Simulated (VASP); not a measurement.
Here is a VASP 6.6.1 calculation.

File INCAR:

```
SYSTEM = Al3H
PREC = Accurate
ENCUT = 520
EDIFF = 1E-6
ISMEAR = 0
SIGMA = 0.1
LREAL = .False.
LASPH = .True.
NELM = 100
ALGO = Normal
ISIF = 2
LWAVE = .False.
LCHARG = .True.
GGA = PE
LELF = .True.
LVHAR = .True.
NBANDS = 13
```

File KPOINTS:

```
Automatic mesh
0
Gamma
  12 12 12
  0 0 0
```

POSCAR

```
Al3H
1.0
    3.9007730617      0.0000000000      0.0000000000
    0.0000000000      3.9007730617      0.0000000000
    0.0000000000      0.0000000000      3.9007730617
Al H
3 1
Direct
    0.0000000000      0.5000000000      0.5000000000
    0.5000000000      0.0000000000      0.5000000000
    0.5000000000      0.5000000000      0.0000000000
    0.0000000000      0.0000000000      0.0000000000
```

Potentials or basis: VASP PAW PBE potentials, release 64 (Al, H).

Launch:

```bash
$ cat potpaw_PBE.64/Al/POTCAR potpaw_PBE.64/H/POTCAR > POTCAR
$ mpirun -np 1 vasp_std > vasp.out
```

Q: Estimate the band gap on the k mesh.

A: Zero (bands 5 and 6 overlap by 4.33 eV).

Q: Predict the pressure.

A: -0.1 GPa.
